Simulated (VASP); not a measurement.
Here is a VASP 6.6.1 calculation.

Contents of INCAR:

```
SYSTEM = Ge
PREC = Accurate ; ENCUT = 520
EDIFF = 1E-6 ; ISMEAR = -1
SIGMA = 0.1 ; LREAL = .False.
LASPH = .True. ; NELM = 100
ALGO = Normal ; ISIF = 2
LWAVE = .False. ; LCHARG = .False.
GGA = CA ; NBANDS = 21
```

File KPOINTS:

```
regular mesh
0
Gamma
  14 14 14
  0 0 0
```

POSCAR

```
Ge
1.0
    0.0000000000      2.7647243101      2.7647243101
    2.7647243101      0.0000000000      2.7647243101
    2.7647243101      2.7647243101      0.0000000000
Ge
2
Direct
    0.5000000000      0.5000000000      0.5000000000
    0.7500000000      0.7500000000      0.7500000000
```

Potentials or basis: VASP PAW LDA potentials, release 64 (Ge_d).

Launch:

```sh
$ cat potpaw_LDA.64/Ge_d/POTCAR > POTCAR
$ mpirun -np 1 vasp_std > vasp.out
```

**Question.** Predict the pressure.

**Answer.** 4.4 GPa.

**Question.** What does it give for the band gap on the k mesh?

**Answer.** 0.29 eV (least direct gap 0.50 eV).

Caveat: the cell stands under pressure; semilocal functionals underestimate gaps, and a narrow one can read as zero. A k mesh can miss the band edges.
